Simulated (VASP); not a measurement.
# GaN (P4/mmm) in VASP: notebook

The runs below take GaN through single point, relaxation of cell and atoms, with PBE.

All numbers are computed with VASP 6.6.1; they aren't measurements. Logs are shortened: lines on timing, memory, paths and dates and some standing lists are left out, and cuts for length are marked.

**1. The cell of the first run**

It takes space group P4/mmm (No. 123, tetragonal). The conventional cell has a = 2.718 Å, b = 2.718 Å, c = 2.791 Å, α = 90.00°, β = 90.00°, γ = 90.00°. Within 3.1 Å of Ga (site symmetry 4/mmm) lie 8 N at 2.38 Å and 6 Ga at 2.72 to 2.79 Å. Within 3.1 Å of N (site symmetry 4/mmm) lie 8 Ga at 2.38 Å and 6 N at 2.72 to 2.79 Å.

**2. Single point, PBE**

INCAR reads:

```
PREC = Accurate ; ENCUT = 520
EDIFF = 1E-7 ; ISMEAR = 0
SIGMA = 0.1 ; LREAL = False
LASPH = True ; NELM = 60
ALGO = Normal ; ISIF = 2
LWAVE = False ; LCHARG = False
GGA = PE ; NBANDS = 16
```

KPOINTS reads:

```
Automatic mesh
0
Gamma
  6 6 6
```

POSCAR reads:

```
GaN
1.0
    2.7184174049      0.0000000000      0.0000000000
    0.0000000000      2.7184174049      0.0000000000
    0.0000000000      0.0000000000      2.7914539833
Ga N
1 1
Direct
    0.5000000000      0.5000000000      0.5000000000
    0.0000000000      0.0000000000      0.0000000000
```

Potentials or basis: VASP PAW PBE potentials, release 64 (Ga_d, N).

Command:

```sh
$ cat potpaw_PBE.64/Ga_d/POTCAR potpaw_PBE.64/N/POTCAR > POTCAR
$ mpirun -np 1 vasp_std > vasp.out
```

OUTCAR:

```text
PREC = Accurate
   ENCUT = 520
   EDIFF = 1E-7
   ISMEAR = 0
   LREAL = False
   LASPH = True
   NELM = 60
   ISIF = 2
   GGA = PE

 ion  position               nearest neighbor table
   1  0.500  0.500  0.500-
   2  0.000  0.000  0.000-

  LATTYP: Found a simple tetragonal cell.
 ALAT       =     2.7184174049
 C/A-ratio  =     1.0268673156

  Lattice vectors:

 A1 = (   2.7184174049,   0.0000000000,   0.0000000000)
 A2 = (   0.0000000000,   2.7184174049,   0.0000000000)
 A3 = (   0.0000000000,   0.0000000000,   2.7914539833)

Analysis of symmetry for initial positions (statically):
=====================================================================
 Subroutine PRICEL returns:
 Original cell was already a primitive cell.

 Routine SETGRP: Setting up the symmetry group for a
 simple tetragonal supercell.

 Subroutine GETGRP returns: Found 16 space group operations
 (whereof 16 operations were pure point group operations)
 out of a pool of 16 trial point group operations.

The static configuration has the point symmetry D_4h.

Analysis of symmetry for dynamics (positions and initial velocities):
=====================================================================
 Subroutine PRICEL returns:
 Original cell was already a primitive cell.

 Routine SETGRP: Setting up the symmetry group for a
 simple tetragonal supercell.

 Subroutine GETGRP returns: Found 16 space group operations
 (whereof 16 operations were pure point group operations)
 out of a pool of 16 trial point group operations.

The dynamic configuration has the point symmetry D_4h.

 Subroutine INISYM returns: Found 16 space group operations
 (whereof 16 operations are pure point group operations),
 and found     1 'primitive' translations

----------------------------------------------------------------------------------------

                                     Primitive cell

  volume of cell :      20.6283

  direct lattice vectors                    reciprocal lattice vectors
     2.718417405  0.000000000  0.000000000     0.367861094  0.000000000  0.000000000
     0.000000000  2.718417405  0.000000000     0.000000000  0.367861094  0.000000000
     0.000000000  0.000000000  2.791453983     0.000000000  0.000000000  0.358236247

  length of vectors
     2.718417405  2.718417405  2.791453983     0.367861094  0.367861094  0.358236247

  position of ions in fractional coordinates (direct lattice)
     0.500000000  0.500000000  0.500000000
     0.000000000  0.000000000  0.000000000

  ion indices of the primitive-cell ions
   primitive index   ion index
                 1           1
                 2           2

----------------------------------------------------------------------------------------

 KPOINTS: Automatic mesh

Automatic generation of k-mesh.
 Grid dimensions read from file:
 generate k-points for:    6    6    6

 Generating k-lattice:

  Cartesian coordinates                     Fractional coordinates (reciprocal lattice)
     0.061310182  0.000000000  0.000000000     0.166666667  0.000000000  0.000000000
     0.000000000  0.061310182  0.000000000     0.000000000  0.166666667  0.000000000
     0.000000000  0.000000000  0.059706041     0.000000000  0.000000000  0.166666667

  Length of vectors
     0.061310182  0.061310182  0.059706041

  Shift w.r.t. Gamma in fractional coordinates (k-lattice)
     0.000000000  0.000000000  0.000000000

 Subroutine IBZKPT returns following result:
 ===========================================

 Found     40 irreducible k-points:

 Following reciprocal coordinates:
            Coordinates               Weight
  0.000000  0.000000  0.000000      1.000000
  0.166667  0.000000  0.000000      4.000000
  0.333333  0.000000  0.000000      4.000000
  0.500000  0.000000  0.000000      2.000000
  0.166667  0.166667  0.000000      4.000000
  0.333333  0.166667  0.000000      8.000000
[... 16 lines left out ...]
  0.333333  0.000000  0.333333      8.000000
  0.500000  0.000000  0.333333      4.000000
 [... further k-points ...]
   k-points           NKPTS =     40   k-points in BZ     NKDIM =     40   number of bands    NBANDS=     16
   number of dos      NEDOS =    301   number of ions     NIONS =      2
   total plane-waves  NPLWV =   9600
   dimension x,y,z NGX =    20 NGY =   20 NGZ =   24
   dimension x,y,z NGXF=    40 NGYF=   40 NGZF=   48
   ions per type =               1   1
   NGX,Y,Z   is equivalent  to a cutoff of  12.23, 12.23, 14.29 a.u.
   NGXF,Y,Z  is equivalent  to a cutoff of  24.46, 24.46, 28.59 a.u.
 SYSTEM =  unknown system
   PREC   = accura    normal or accurate (medium, high low for compatibility)
   ISTART =      0    job   : 0-new  1-cont  2-samecut
   ICHARG =      2    charge: 1-file 2-atom 10-const
   ISPIN  =      1    spin polarized calculation?
   LNONCOLLINEAR =      F non collinear calculations
   LSORBIT =      F    spin-orbit coupling
   LASPH  =      T    aspherical Exc in radial PAW
   ENCUT  =  520.0 eV  38.22 Ry    6.18 a.u.   5.05  5.05  5.19*2*pi/ulx,y,z
   NELM   =     60;   NELMIN=  2; NELMDL= -5     # of ELM steps
   EDIFF  = 0.1E-06   stopping-criterion for ELM
   LREAL  =      F    real-space projection
   EDIFFG = 0.1E-05   stopping-criterion for IOM
   NSW    =      0    number of steps for IOM
   IBRION =     -1    ionic relax: 0-MD 1-quasi-New 2-CG
   NFREE  =      0    steps in history (QN), initial steepest desc. (CG)
   ISIF   =      2    stress and relaxation
   ISYM   =      2    0-nonsym 1-usesym 2-fastsym
   POTIM  = 0.5000    time-step for ionic-motion
   TEBEG  =    0.0;   TEEND  =   0.0 temperature during run
   PSTRESS=    0.0 pullay stress
   NELECT =      18.0000    total number of electrons
   NUPDOWN=      -1.0000    fix difference up-down
   EMIN   =  10.00;   EMAX   =-10.00  energy-range for DOS
   EFERMI =   0.00;   METHOD = LEGACY
   ISMEAR =     0;   SIGMA  =   0.10  broadening in eV -4-tet -1-fermi 0-gaus
   EFERMI_NEDOS =   21; number of points for ismear=-14 and -15
   IALGO  =     38    algorithm
   IMIX   =      4    mixing-type and parameters
     AMIX     =   0.40;   BMIX     =  1.00
     AMIX_MAG =   1.60;   BMIX_MAG =  1.00
  volume/ion in A,a.u.               =      10.31        69.60
  Fermi-wavevector in a.u.,A,eV,Ry     =   1.564389  2.956267 33.297713  2.447313
  Thomas-Fermi vector in A             =   2.667020
   LORBIT       =      0    0 simple, 1 ext, 2 COOP (PROOUT), +10 PAW based schemes
   GGA     = PE    functional components
   LHFCALC =     F    Hartree Fock is set to
   AEXX    =    0.0000 exact exchange contribution
   IVDW    =     0    specifies the selected vdW correction
   LEPSILON=     F    determine dielectric tensor
   LRPA    =     F    only Hartree local field effects (RPA)
 non-spin polarized calculation
 Gauss-broadening in eV      SIGMA  =   0.10
  energy-cutoff  :      520.00
  volume of cell :       20.63
 maximum number of plane-waves:       570
   NGX = 11   NGY = 11   NGZ = 11

 number of electron      18.0000017 magnetization

 Free energy of the ion-electron system (eV)
  ---------------------------------------------------
  ext. energy  EPLUGINS =         0.00000000
  ---------------------------------------------------
  free energy    TOTEN  =        -8.91599804 eV

  energy without entropy =       -8.90981193  energy(sigma->0) =       -8.91290498

 E-fermi :   7.6426     XC(G=0): -12.7394

 val. band max:        7.5836000506   @ k =   0.3333   0.3333   0.0000
 cond. band min:       7.6902202448   @ k =   0.3333   0.1667   0.5000
 fundamental gap:      0.1066201941
 Fermi energy:         7.6425771522

 k-point     1 :       0.0000    0.0000    0.0000
  band No.  band energies     occupation
      1      -9.4019      2.00000
      2      -7.6798      2.00000
      3      -7.6397      2.00000
      4      -7.1621      2.00000
      5      -7.1621      2.00000
      6      -7.1513      2.00000
[... 8 lines left out ...]
     15      21.3211      0.00000
     16      34.4960      0.00000

 k-point     2 :       0.1667    0.0000    0.0000
  band No.  band energies     occupation
      1      -8.9793      2.00000
      2      -7.6439      2.00000
      3      -7.5782      2.00000
      4      -7.2111      2.00000
      5      -7.1969      2.00000
      6      -7.1581      2.00000
[... 8 lines left out ...]
     15      23.2380      0.00000
     16      30.2704      0.00000

 k-point     3 :       0.3333    0.0000    0.0000
  band No.  band energies     occupation
      1      -7.8973      2.00000
      2      -7.6161      2.00000
      3      -7.3854      2.00000
      4      -7.3069      2.00000
      5      -7.2862      2.00000
      6      -7.1501      2.00000
[... 8 lines left out ...]
     15      25.5264      0.00000
     16      28.0491      0.00000

 k-point     4 :       0.5000    0.0000    0.0000
  band No.  band energies     occupation
      1      -7.6053      2.00000
      2      -7.3943      2.00000
      3      -7.3537      2.00000
      4      -7.3300      2.00000
      5      -7.1461      2.00000
      6      -6.9662      2.00000
[... 8 lines left out ...]
     15      22.2289      0.00000
     16      31.2498      0.00000

 k-point     5 :       0.1667    0.1667    0.0000
  band No.  band energies     occupation
      1      -8.6123      2.00000
      2      -7.5801      2.00000
      3      -7.5427      2.00000
      4      -7.2132      2.00000
      5      -7.1955      2.00000
      6      -7.1907      2.00000
[... 8 lines left out ...]
     15      25.0275      0.00000
     16      28.0528      0.00000

 k-point     6 :       0.3333    0.1667    0.0000
  band No.  band energies     occupation
      1      -7.9221      2.00000
      2      -7.5517      2.00000
      3      -7.3895      2.00000
      4      -7.2958      2.00000
      5      -7.1902      2.00000
      6      -6.8524      2.00000
[... 8 lines left out ...]
     15      26.1259      0.00000
     16      28.7132      0.00000
[... 267 lines left out ...]
 k-point    21 :       0.0000    0.0000    0.3333
  band No.  band energies     occupation
      1      -7.9815      2.00000
      2      -7.6509      2.00000
      3      -7.4236      2.00000
      4      -7.2764      2.00000
      5      -7.2764      2.00000
      6      -7.1423      2.00000
[... 8 lines left out ...]
     15      25.4706      0.00000
     16      27.0155      0.00000

 k-point    22 :       0.1667    0.0000    0.3333
  band No.  band energies     occupation
      1      -7.9791      2.00000
      2      -7.5973      2.00000
      3      -7.4003      2.00000
      4      -7.2663      2.00000
      5      -7.1807      2.00000
      6      -6.8869      2.00000
[... 8 lines left out ...]
     15      26.2811      0.00000
     16      28.6556      0.00000

 k-point    23 :       0.3333    0.0000    0.3333
  band No.  band energies     occupation
      1      -8.0469      2.00000
      2      -7.5396      2.00000
      3      -7.2612      2.00000
      4      -7.2414      2.00000
      5      -7.2215      2.00000
      6      -5.8730      2.00000
[... 8 lines left out ...]
     15      27.0148      0.00000
     16      27.3954      0.00000

 k-point    24 :       0.5000    0.0000    0.3333
  band No.  band energies     occupation
      1      -8.0870      2.00000
      2      -7.5172      2.00000
      3      -7.2962      2.00000
      4      -7.2337      2.00000
      5      -7.1304      2.00000
      6      -5.0960      2.00000
[... 8 lines left out ...]
     15      27.2761      0.00000
     16      28.6798      0.00000

 [... further k-points ...]
[... 5 lines left out ...]
  --------------------------------------------------------------------------------------
  -------------------------------------------------------------------------------------
  Total        0.0676009      0.0676009      0.0422530      0.0000000      0.0000000      0.0000000
  in kB        5.2504954      5.2504954      3.2817482      0.0000000      0.0000000      0.0000000
  external PRESSURE =       4.5942464 kB  Pullay stress =       0.0000000 kB

 VOLUME and BASIS-vectors are now :
 -----------------------------------------------------------------------------
  energy-cutoff  :      520.00
  volume of cell :       20.63
      direct lattice vectors                 reciprocal lattice vectors
     2.718417405  0.000000000  0.000000000     0.367861094  0.000000000  0.000000000
     0.000000000  2.718417405  0.000000000     0.000000000  0.367861094  0.000000000
     0.000000000  0.000000000  2.791453983     0.000000000  0.000000000  0.358236247

 POSITION                                       TOTAL-FORCE (eV/Angst)
 -----------------------------------------------------------------------------------
      1.35921      1.35921      1.39573         0.000000      0.000000      0.000000
      0.00000      0.00000      0.00000         0.000000      0.000000      0.000000
 -----------------------------------------------------------------------------------
    total drift:                               -0.000000      0.000000      0.000000

  FREE ENERGIE OF THE ION-ELECTRON SYSTEM (eV)
  ---------------------------------------------------
  free  energy   TOTEN  =        -8.9159980398 eV

  energy  without entropy=       -8.9098119271  energy(sigma->0) =       -8.91290498
```

Wall time 23 s (1 thread of AMD EPYC 7R13, shared host); peak memory 0.1 GiB.

Results:

| Quantity | Value |
| --- | --- |
| Free energy | -8.9160 eV |
| Pressure | 0.5 GPa |
| Band gap on the k mesh | zero (band 9 reaches 7.87 eV, above the bottom of band 10 at 6.47 eV) |

Stress tensor (GPa, compression positive):
```
0.53 0.00 0.00
0.00 0.53 0.00
0.00 0.00 0.33
```

Levels at points of the mesh, in eV from the Fermi level:
```
           k point  band 6  band 7  band 8  band 9  band 10  band 11  band 12  band 13
(0.00, 0.00, 0.00)  -14.79   -1.93   -1.65   -1.18    -1.18     9.66    10.15    13.15
(0.50, 0.00, 0.00)  -14.61   -9.17   -0.17    0.15     3.26     4.79    10.09    11.13
(0.50, 0.50, 0.00)  -11.95   -6.09   -6.09   -2.30     0.24     7.91     7.91    13.03
(0.00, 0.00, 0.50)  -14.77   -9.44    0.07    0.07     3.71     4.86    10.80    10.80
(0.50, 0.00, 0.50)  -12.05   -6.22   -6.20   -2.74     0.47     8.08     8.45    13.66
(0.50, 0.50, 0.50)  -11.83   -3.07   -3.07   -2.92     1.38     1.38     1.69     2.93
```

Caveat: the k points lie up to 0.39 Å⁻¹ apart.

**3. Relaxation of cell and atoms, PBE**

INCAR reads:

```
SYSTEM = GaN
PREC = Accurate ; ENCUT = 600
EDIFF = 1E-6 ; ISMEAR = 0
SIGMA = 0.1 ; LREAL = .False.
LASPH = .True. ; NELM = 60
ALGO = Normal ; ISIF = 3
LWAVE = .False. ; LCHARG = .False.
GGA = PE ; IBRION = 2
NSW = 100 ; EDIFFG = -0.01
```

KPOINTS reads:

```
regular mesh
0
Gamma
  20 20 20
  0 0 0
```

POSCAR is that of step 2.

Potentials or basis: VASP PAW PBE potentials, release 64 (Ga_d, N).

Command:

```sh
$ cat potpaw_PBE.64/Ga_d/POTCAR potpaw_PBE.64/N/POTCAR > POTCAR
$ mpirun -np 1 vasp_std > vasp.out
```

OUTCAR:

```text
SYSTEM = GaN
   PREC = Accurate
   ENCUT = 600
   EDIFF = 1E-6
   ISMEAR = 0
   LREAL = .False.
   LASPH = .True.
   NELM = 60
   ISIF = 3
   GGA = PE
   IBRION = 2
   NSW = 100
   EDIFFG = -0.01

 ion  position               nearest neighbor table
   1  0.500  0.500  0.500-
   2  0.000  0.000  0.000-

  LATTYP: Found a simple tetragonal cell.
 ALAT       =     2.7184174049
 C/A-ratio  =     1.0268673156

  Lattice vectors:

 A1 = (   2.7184174049,   0.0000000000,   0.0000000000)
 A2 = (   0.0000000000,   2.7184174049,   0.0000000000)
 A3 = (   0.0000000000,   0.0000000000,   2.7914539833)

Analysis of symmetry for initial positions (statically):
[... 403 lines left out ...]
 val. band max:        7.6000009504   @ k =   0.4000   0.1000   0.5000
 cond. band min:       7.6130843987   @ k =   0.4000   0.2500   0.0500
 fundamental gap:      0.0130834483
 Fermi energy:         7.6070924500

 k-point     1 :       0.0000    0.0000    0.0000
  band No.  band energies     occupation
      1      -9.3805      2.00000
      2      -7.7009      2.00000
      3      -7.7009      2.00000
      4      -7.2034      2.00000
      5      -7.2034      2.00000
      6      -7.2034      2.00000
      7       5.7319      2.00000
      8       6.3351      2.00000
      9       6.3357      2.00000
     10       6.3357      2.00000
     11      17.5112      0.00000
     12      17.5116      0.00000
     13      21.1278      0.00000
[... 354 lines left out ...]
  band No.  band energies     occupation
      1      -8.6678      2.00000
      2      -7.6644      2.00000
      3      -7.5772      2.00000
      4      -7.2620      2.00000
      5      -7.2536      2.00000
      6      -7.2133      2.00000
      7       2.4105      2.00000
      8       5.6277      2.00000
      9       6.8447      2.00000
     10       9.2482      0.00000
     11      16.1566      0.00000
     12      17.5048      0.00000
     13      20.2009      0.00000

 [... further k-points ...]
[... 5 lines left out ...]
  --------------------------------------------------------------------------------------
  -------------------------------------------------------------------------------------
  Total       -0.0003591     -0.0003591     -0.0040749      0.0000000      0.0000000      0.0000000
  in kB       -0.0278661     -0.0278661     -0.3162089      0.0000000      0.0000000      0.0000000
  external PRESSURE =      -0.1239803 kB  Pullay stress =       0.0000000 kB
[... 17 lines left out ...]
  FREE ENERGIE OF THE ION-ELECTRON SYSTEM (eV)
  ---------------------------------------------------
  free  energy   TOTEN  =        -8.9390307050 eV

  energy  without entropy=       -8.9326709362  energy(sigma->0) =       -8.93585082

 reached required accuracy - stopping structural energy minimisation
```

Wall time 3.3 min (1 thread of Intel Xeon 6975P-C (Granite Rapids), shared host); peak memory 0.37 GiB.

Results:

| Property | Result |
| --- | --- |
| Free energy | -8.9390 eV |
| Relaxed volume | 10.32 Å³/atom |
| Relaxed cell | a = 2.743 Å, b = 2.743 Å, c = 2.743 Å, α = 90.00°, β = 90.00°, γ = 90.00° |
| Space group after relaxing (to 0.05 Å) | Pm-3m (No. 221) |
| Energy gained by relaxing | 2.9 meV/atom |
| Ionic steps | 7 |
| Pressure after relaxing | 0.0 GPa |
| Band gap on the k mesh | zero (band 9 reaches 7.93 eV, above the bottom of band 10 at 6.20 eV) |

The path:
| step | energy change (eV) | largest force (eV/Å) | pressure (GPa) | volume (Å³) |
| --- | --- | --- | --- | --- |
| 1 | 0.0000 | 0.0000 | 0.33 | 20.63 |
| 2 | -0.0050 | 0.0000 | -0.13 | 20.69 |
| 3 | -0.0057 | 0.0000 | -0.33 | 20.73 |
| 4 | -0.0057 | 0.0000 | -0.58 | 20.72 |
| 5 | -0.0057 | 0.0000 | -0.52 | 20.72 |
| 6 | -0.0058 | 0.0000 | 0.23 | 20.61 |
| 7 | -0.0058 | 0.0000 | -0.01 | 20.65 |

Final structure:
```yaml
crystal:
  lattice:
    - [2.74335, 0.00000, 0.00000]
    - [0.00000, 2.74335, 0.00000]
    - [0.00000, 0.00000, 2.74342]
  atoms:
    - { symbol: Ga, position: [0.50000, 0.50000, 0.50000] }
    - { symbol: N, position: [0.00000, 0.00000, 0.00000] }
```
